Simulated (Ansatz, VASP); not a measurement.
**MgSe in VASP and in Ansatz**

File INCAR:

```
SYSTEM = MgSe
  ALGO = Normal
  EDIFF = 1E-6
  ENCUT = 600
  GGA = PE
  GGA_COMPAT = .False.
  ISIF = 2
  ISMEAR = 0
  LASPH = .True.
  LCHARG = .True.
  LELF = .True.
  LREAL = .False.
  LVHAR = .True.
  LWAVE = .False.
  NBANDS = 11
  NELM = 120
  PREC = Accurate
  SIGMA = 0.02
```

KPOINTS

```
k-points
0
Gamma
  8 8 8
  0 0 0
```

Contents of POSCAR:

```
MgSe
1.0
    0.0000000000      2.6982441493      2.6982441493
    2.6982441493      0.0000000000      2.6982441493
    2.6982441493      2.6982441493      0.0000000000
Mg Se
1 1
Direct
    0.0000000000      0.0000000000      0.0000000000
    0.5000000000      0.5000000000      0.5000000000
```

Input for Ansatz:

```yaml
crystal:
  lattice:
    - [0.0, 2.6982441493, 2.6982441493]
    - [2.6982441493, 0.0, 2.6982441493]
    - [2.6982441493, 2.6982441493, 0.0]
  atoms:
    - { symbol: Mg, position: [0.0, 0.0, 0.0] }
    - { symbol: Se, position: [0.5, 0.5, 0.5] }
basis:
  ecutwfc: 420
kpoints:
  mp_grid: { grid: [8, 8, 8] }
hamiltonian:
  xc: pbe
scf:
  occupations: { method: gaussian, width: 0.02 }
output:
  forces: true
  stress: true
  eigenvalues: true
```

Alike in both runs: task single point; functional PBE; k mesh 8 × 8 × 8; occupations gaussian, width 0.02 eV; no spin polarisation.

|  | VASP | Ansatz |
| --- | --- | --- |
| version | VASP 6.6.1 | Ansatz 0.2.0 |
| potentials or method | VASP PAW PBE potentials, release 64 (Mg, Se), cutoff 600 eV | scalar-relativistic, plane waves, PAW |
| valence electrons in the cell | 8 | 26 |

Ansatz gave:

```
gap on the k mesh at the Fermi level (eV) : 1.87
least direct gap on the mesh (eV)         : 2.81
pressure (GPa)                            : 4.2
```

Task: Which values does VASP return?

Result: gap on the k mesh at the Fermi level (eV): 1.85; least direct gap on the mesh (eV): 2.81; pressure (GPa): 4.1.

With one functional, cell and mesh, what is left measures potentials, basis and numerics. VASP's potentials hold 8 valence electrons a cell and Ansatz's 26, so a difference there can come from the potentials and not from the codes.
